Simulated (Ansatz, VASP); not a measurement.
# BN: VASP beside Ansatz

INCAR

```
PREC = Accurate ; ENCUT = 600
EDIFF = 1E-6 ; ISMEAR = 0
SIGMA = 0.05 ; LREAL = F
LASPH = T ; NELM = 120
ALGO = Normal ; ISIF = 2
LWAVE = F ; LCHARG = F
NBANDS = 11 ; GGA_COMPAT = F
```

KPOINTS

```
Automatic mesh
0
Gamma
  12 12 12
```

The input POSCAR:

```
BN
1.0
    1.1510320406      0.6645486584      3.6427691556
   -1.1510320406      0.6645486584      3.6427691556
    0.0000000000     -1.3290973169      3.6427691556
B N
1 1
Direct
    0.9996712000      0.9996712000      0.9996712000
    0.3327618000      0.3327618000      0.3327618000
```

Input for Ansatz:

```yaml
crystal:
  lattice:
    - [1.1510320406, 0.6645486584, 3.6427691556]
    - [-1.1510320406, 0.6645486584, 3.6427691556]
    - [0.0, -1.3290973169, 3.6427691556]
  atoms:
    - { symbol: B, position: [0.9996712, 0.9996712, 0.9996712] }
    - { symbol: "N", position: [0.3327618, 0.3327618, 0.3327618] }
basis:
  ecutwfc: 420
kpoints:
  mp_grid: { grid: [12, 12, 12] }
hamiltonian:
  xc: lda
scf:
  occupations: { method: gaussian, width: 0.05 }
output:
  forces: true
  stress: true
  eigenvalues: true
```

Change from the starting cell: strain -0.080 along x and y, +0.080 along z, atoms carried along.

Alike in both runs: task single point; functional LDA; k mesh 12 × 12 × 12; occupations gaussian, width 0.05 eV; no spin polarisation.

|  | VASP | Ansatz |
| --- | --- | --- |
| version | VASP 6.6.1 | Ansatz 0.2.0 |
| potentials or method | VASP PAW LDA potentials, release 64 (B, N), cutoff 600 eV | scalar-relativistic, plane waves, PAW |
| valence electrons in the cell | 8 | 8 |

|  | VASP | Ansatz | Ansatz less VASP |
| --- | --- | --- | --- |
| gap on the k mesh at the Fermi level (eV) | 4.05 | 4.07 | +0.023 |
| least direct gap on the mesh (eV) | 5.02 | 5.04 | +0.019 |
| pressure (GPa) | 73.3 | 72.9 | -0.32 |
| traceless stress, the component that is largest in VASP (GPa) | -75.15 | -74.53 | +0.617 |
| rms of the force components (eV/Å) | 0.012 | 0.012 | -0.0001 |

LDA's correlation is that of Perdew and Zunger in VASP and of Perdew and Wang (1992) in Ansatz. Atom by atom the forces differ by 0.000 eV/Å (rms over components). Both programs put the cell under a high pressure, so it lies far from rest at this level.

Noted on VASP's run: the cell as given lies far from equilibrium.
